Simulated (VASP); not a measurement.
# Zr7Ge (Im-3m) in VASP: single point with PBE

Aim: the single point of Zr7Ge with PBE.

All numbers are computed with VASP 6.6.1; they aren't measurements. Logs are shortened: lines on timing, memory, paths and dates and some standing lists are left out, and cuts for length are marked.

## (1) The cell of the first run

The structure is cubic, space group Im-3m (No. 229). The conventional cell has a = 7.037 Å, b = 7.037 Å, c = 7.037 Å, α = 90.00°, β = 90.00°, γ = 90.00°. Within 4.0 Å of Zr (site symmetry 4/mmm) lie 12 Zr at 3.05 to 3.52 Å and 2 Ge at 3.52 Å. Zr (site symmetry -3m) has 12 Zr at 3.05 to 3.52 Å and 2 Ge at 3.05 Å within 4.0 Å. Ge (site symmetry m-3m) has 14 Zr at 3.05 to 3.52 Å within 4.0 Å.

The cell was generated, and may not be a known phase.

## (2) Single point, PBE, collinear spin

The input, INCAR:

```
SYSTEM = Zr7Ge
ALGO = Normal
EDIFF = 1E-6
ENCUT = 520
GGA = PE
ISIF = 2
ISMEAR = 0
ISPIN = 2
LASPH = .True.
LCHARG = .False.
LMAXMIX = 4
LORBIT = 11
LREAL = .False.
LWAVE = .False.
MAGMOM = 1 1 1 1 1 1 1 0
NBANDS = 63
NELM = 150
PREC = Accurate
SIGMA = 0.1
```

The input, KPOINTS:

```
k-points
0
Gamma
  4 4 4
  0 0 0
```

The input, POSCAR:

```
Zr7Ge
1.0
   -3.5185650344      3.5185650344      3.5185650344
    3.5185650344     -3.5185650344      3.5185650344
    3.5185650344      3.5185650344     -3.5185650344
Zr Ge
7 1
Direct
    0.0000000000      0.5000000000      0.5000000000
    0.5000000000      0.0000000000      0.5000000000
    0.5000000000      0.5000000000      0.0000000000
    0.5000000000      0.5000000000      0.5000000000
    0.0000000000      0.0000000000      0.5000000000
    0.0000000000      0.5000000000      0.0000000000
    0.5000000000      0.0000000000      0.0000000000
    0.0000000000      0.0000000000      0.0000000000
```

Potentials or basis: VASP PAW PBE potentials, release 64 (Zr_sv, Ge_d).

Command:

```console
$ cat potpaw_PBE.64/Zr_sv/POTCAR potpaw_PBE.64/Ge_d/POTCAR > POTCAR
$ mpirun -np 1 vasp_std > vasp.out
```

OUTCAR:

```text
SYSTEM = Zr7Ge
   EDIFF = 1E-6
   ENCUT = 520
   GGA = PE
   ISIF = 2
   ISMEAR = 0
   ISPIN = 2
   LASPH = .True.
   LORBIT = 11
   LREAL = .False.
   NELM = 150
   PREC = Accurate

 ion  position               nearest neighbor table
   1  0.000  0.500  0.500-   4 3.05   5 3.05   6 3.05   7 3.05   6 3.05   5 3.05   4 3.05   7 3.05
                             2 3.52   3 3.52   2 3.52   3 3.52
   2  0.500  0.000  0.500-   4 3.05   5 3.05   6 3.05   7 3.05   7 3.05   4 3.05   5 3.05   6 3.05
                             3 3.52   1 3.52   1 3.52   3 3.52
   3  0.500  0.500  0.000-   4 3.05   5 3.05   6 3.05   7 3.05   4 3.05   7 3.05   6 3.05   5 3.05
                             2 3.52   1 3.52   1 3.52   2 3.52
   4  0.500  0.500  0.500-   1 3.05   2 3.05   3 3.05   8 3.05   3 3.05   2 3.05   1 3.05   8 3.05
                             7 3.52   7 3.52   5 3.52   6 3.52   5 3.52   6 3.52
   5  0.000  0.000  0.500-   1 3.05   2 3.05   3 3.05   8 3.05   8 3.05   1 3.05   2 3.05   3 3.05
                             7 3.52   6 3.52   4 3.52   7 3.52   4 3.52   6 3.52
   6  0.000  0.500  0.000-   1 3.05   2 3.05   3 3.05   8 3.05   1 3.05   8 3.05   3 3.05   2 3.05
                             7 3.52   5 3.52   4 3.52   4 3.52   7 3.52   5 3.52
   7  0.500  0.000  0.000-   1 3.05   2 3.05   3 3.05   8 3.05   2 3.05   3 3.05   8 3.05   1 3.05
                             6 3.52   4 3.52   4 3.52   5 3.52   6 3.52   5 3.52
   8  0.000  0.000  0.000-   4 3.05   5 3.05   6 3.05   7 3.05   5 3.05   6 3.05   7 3.05   4 3.05

  LATTYP: Found a body centered cubic cell.
 ALAT       =     7.0371300688

  Lattice vectors:

 A1 = (  -3.5185650344,   3.5185650344,   3.5185650344)
 A2 = (   3.5185650344,  -3.5185650344,   3.5185650344)
 A3 = (   3.5185650344,   3.5185650344,  -3.5185650344)

Analysis of symmetry for initial positions (statically):
=====================================================================
 Subroutine PRICEL returns:
 Original cell was already a primitive cell.

 Routine SETGRP: Setting up the symmetry group for a
 body centered cubic supercell.

 Subroutine GETGRP returns: Found 48 space group operations
 (whereof 48 operations were pure point group operations)
 out of a pool of 48 trial point group operations.

The static configuration has the point symmetry O_h .

Analysis of symmetry for dynamics (positions and initial velocities):
=====================================================================
 Subroutine PRICEL returns:
 Original cell was already a primitive cell.

 Routine SETGRP: Setting up the symmetry group for a
 body centered cubic supercell.

 Subroutine GETGRP returns: Found 48 space group operations
 (whereof 48 operations were pure point group operations)
 out of a pool of 48 trial point group operations.

The dynamic configuration has the point symmetry O_h .

Analysis of structural, dynamic, and magnetic symmetry:
=====================================================================
 Subroutine PRICEL returns:
 Original cell was already a primitive cell.

 Routine SETGRP: Setting up the symmetry group for a
 body centered cubic supercell.

 Subroutine GETGRP returns: Found 48 space group operations
 (whereof 48 operations were pure point group operations)
 out of a pool of 48 trial point group operations.

The overall configuration has the point symmetry O_h .

 Subroutine INISYM returns: Found 48 space group operations
 (whereof 48 operations are pure point group operations),
 and found     1 'primitive' translations

----------------------------------------------------------------------------------------

                                     Primitive cell

  volume of cell :     174.2436

  direct lattice vectors                    reciprocal lattice vectors
    -3.518565034  3.518565034  3.518565034     0.000000000  0.142103385  0.142103385
     3.518565034 -3.518565034  3.518565034     0.142103385  0.000000000  0.142103385
     3.518565034  3.518565034 -3.518565034     0.142103385  0.142103385  0.000000000

  length of vectors
     6.094333409  6.094333409  6.094333409     0.200964534  0.200964534  0.200964534

  position of ions in fractional coordinates (direct lattice)
     0.000000000  0.500000000  0.500000000
     0.500000000  0.000000000  0.500000000
     0.500000000  0.500000000  0.000000000
     0.500000000  0.500000000  0.500000000
[... 59 lines left out ...]
   NGXF,Y,Z  is equivalent  to a cutoff of  26.19, 26.19, 26.19 a.u.
 SYSTEM =  Zr7Ge
   PREC   = accura    normal or accurate (medium, high low for compatibility)
   ISTART =      0    job   : 0-new  1-cont  2-samecut
   ICHARG =      2    charge: 1-file 2-atom 10-const
   ISPIN  =      2    spin polarized calculation?
   LNONCOLLINEAR =      F non collinear calculations
   LSORBIT =      F    spin-orbit coupling
   LASPH  =      T    aspherical Exc in radial PAW
   ENCUT  =  520.0 eV  38.22 Ry    6.18 a.u.  11.33 11.33 11.33*2*pi/ulx,y,z
   NELM   =    150;   NELMIN=  2; NELMDL= -5     # of ELM steps
   EDIFF  = 0.1E-05   stopping-criterion for ELM
   LREAL  =      F    real-space projection
   EDIFFG = 0.1E-04   stopping-criterion for IOM
   NSW    =      0    number of steps for IOM
   IBRION =     -1    ionic relax: 0-MD 1-quasi-New 2-CG
   NFREE  =      0    steps in history (QN), initial steepest desc. (CG)
   ISIF   =      2    stress and relaxation
   ISYM   =      2    0-nonsym 1-usesym 2-fastsym
   POTIM  = 0.5000    time-step for ionic-motion
   TEBEG  =    0.0;   TEEND  =   0.0 temperature during run
   PSTRESS=    0.0 pullay stress
   NELECT =      98.0000    total number of electrons
   NUPDOWN=      -1.0000    fix difference up-down
   EMIN   =  10.00;   EMAX   =-10.00  energy-range for DOS
   EFERMI =   0.00;   METHOD = LEGACY
   ISMEAR =     0;   SIGMA  =   0.10  broadening in eV -4-tet -1-fermi 0-gaus
   EFERMI_NEDOS =   21; number of points for ismear=-14 and -15
   IALGO  =     38    algorithm
   IMIX   =      4    mixing-type and parameters
     AMIX     =   0.40;   BMIX     =  1.00
     AMIX_MAG =   1.60;   BMIX_MAG =  1.00
  volume/ion in A,a.u.               =      21.78       146.98
  Fermi-wavevector in a.u.,A,eV,Ry     =   1.351340  2.553662 24.845866  1.826120
  Thomas-Fermi vector in A             =   2.478770
   LORBIT       =     11    0 simple, 1 ext, 2 COOP (PROOUT), +10 PAW based schemes
   GGA     = PE    functional components
   LHFCALC =     F    Hartree Fock is set to
   AEXX    =    0.0000 exact exchange contribution
   IVDW    =     0    specifies the selected vdW correction
   LEPSILON=     F    determine dielectric tensor
   LRPA    =     F    only Hartree local field effects (RPA)
 spin polarized calculation
 Gauss-broadening in eV      SIGMA  =   0.10
  energy-cutoff  :      520.00
  volume of cell :      174.24
 maximum number of plane-waves:      4729
 NGX is ok and might be reduce to    48
   NGX = 23   NGY = 23   NGZ = 23

 number of electron      98.0000013 magnetization       0.6270225

 Free energy of the ion-electron system (eV)
  ---------------------------------------------------
  ext. energy  EPLUGINS =         0.00000000
  ---------------------------------------------------
  free energy    TOTEN  =       -64.72388723 eV

  energy without entropy =      -64.64184945  energy(sigma->0) =      -64.68286834

 E-fermi :   9.0000     XC(G=0): -11.2944

 val. band max:        8.9952653011   @ k =   0.2500   0.0000   0.0000
 cond. band min:       9.0201145899   @ k =   0.2500   0.2500   0.0000
 fundamental gap:      0.0248492889
 Fermi energy:         8.9999620916

 spin component 1

 k-point     1 :       0.0000    0.0000    0.0000
  band No.  band energies     occupation
      1     -39.5724      1.00000
      2     -39.4742      1.00000
      3     -39.4742      1.00000
      4     -39.4742      1.00000
      5     -39.2403      1.00000
      6     -39.2403      1.00000
[... 501 lines left out ...]
     60      10.4587      0.00000
     61      10.6005      0.00000
 Fermi energy:         8.9999620916

 spin component 2

 k-point     1 :       0.0000    0.0000    0.0000
  band No.  band energies     occupation
      1     -39.5378      1.00000
      2     -39.4403      1.00000
      3     -39.4403      1.00000
      4     -39.4403      1.00000
      5     -39.2061      1.00000
      6     -39.2061      1.00000
[... 501 lines left out ...]
     60      10.5274      0.00000
     61      10.6466      0.00000
 [bands above 61 left out]

------------------------ aborting loop because EDIFF is reached ----------------------------------------

  FORCE on cell =-STRESS in cart. coord.  units (eV):
  Direction    XX          YY          ZZ          XY          YZ          ZX
  --------------------------------------------------------------------------------------
  -------------------------------------------------------------------------------------
  Total        0.3931707      0.3931707      0.3931707     -0.0000000     -0.0000000      0.0000000
  in kB        3.6152225      3.6152225      3.6152225     -0.0000000     -0.0000000      0.0000000
  external PRESSURE =       3.6152225 kB  Pullay stress =       0.0000000 kB

 VOLUME and BASIS-vectors are now :
 -----------------------------------------------------------------------------
  energy-cutoff  :      520.00
  volume of cell :      174.24
      direct lattice vectors                 reciprocal lattice vectors
    -3.518565034  3.518565034  3.518565034     0.000000000  0.142103385  0.142103385
     3.518565034 -3.518565034  3.518565034     0.142103385  0.000000000  0.142103385
     3.518565034  3.518565034 -3.518565034     0.142103385  0.142103385  0.000000000

 POSITION                                       TOTAL-FORCE (eV/Angst)
 -----------------------------------------------------------------------------------
      3.51857      0.00000      0.00000         0.000000     -0.000000      0.000000
      0.00000      3.51857      0.00000        -0.000000     -0.000000      0.000000
      0.00000      0.00000      3.51857         0.000000      0.000000      0.000000
      1.75928      1.75928      1.75928        -0.000000      0.000000     -0.000000
      1.75928      1.75928     -1.75928        -0.000000      0.000000     -0.000000
      1.75928     -1.75928      1.75928         0.000000      0.000000     -0.000000
     -1.75928      1.75928      1.75928        -0.000000     -0.000000      0.000000
      0.00000      0.00000      0.00000        -0.000000      0.000000      0.000000
 -----------------------------------------------------------------------------------
    total drift:                                0.000000      0.000000     -0.000000

  FREE ENERGIE OF THE ION-ELECTRON SYSTEM (eV)
  ---------------------------------------------------
  free  energy   TOTEN  =       -64.7238872290 eV

  energy  without entropy=      -64.6418494476  energy(sigma->0) =      -64.68286834

 total charge

# of ion       s       p       d       tot
------------------------------------------
    1        2.232   5.941   1.769   9.942
    2        2.232   5.941   1.769   9.942
    3        2.232   5.941   1.769   9.942
    4        2.212   5.963   1.677   9.852
    5        2.212   5.963   1.677   9.852
    6        2.212   5.963   1.677   9.852
    7        2.212   5.963   1.677   9.852
    8        1.092   1.182  10.002  12.275
--------------------------------------------------
tot         16.637  42.855  22.017  81.509

 magnetization (x)

# of ion       s       p       d       tot
------------------------------------------
    1        0.001   0.004   0.053   0.058
    2        0.001   0.004   0.053   0.058
    3        0.001   0.004   0.053   0.058
    4        0.001   0.001   0.056   0.058
    5        0.001   0.001   0.056   0.058
    6        0.001   0.001   0.056   0.058
    7        0.001   0.001   0.056   0.058
    8       -0.001  -0.004   0.002  -0.004
--------------------------------------------------
tot          0.004   0.014   0.384   0.401
```

Wall time 7.8 min (1 thread of Intel Xeon Platinum 8259CL at 2.50GHz (Skylake/Cascade Lake), shared host); peak memory 0.47 GiB.

What came out:

```
Free energy                                           : -64.7239 eV
Pressure                                              : 0.4 GPa
Net moment                                            : 0.63 μB per cell
Site moments                                          : Zr +0.06; Ge -0.00 μB
Valence electrons inside the program's atomic spheres : Zr 9.94, 9.85 (each value once); Ge 12.28
```

Caveat: a moment this small can come from the mesh or the smearing.
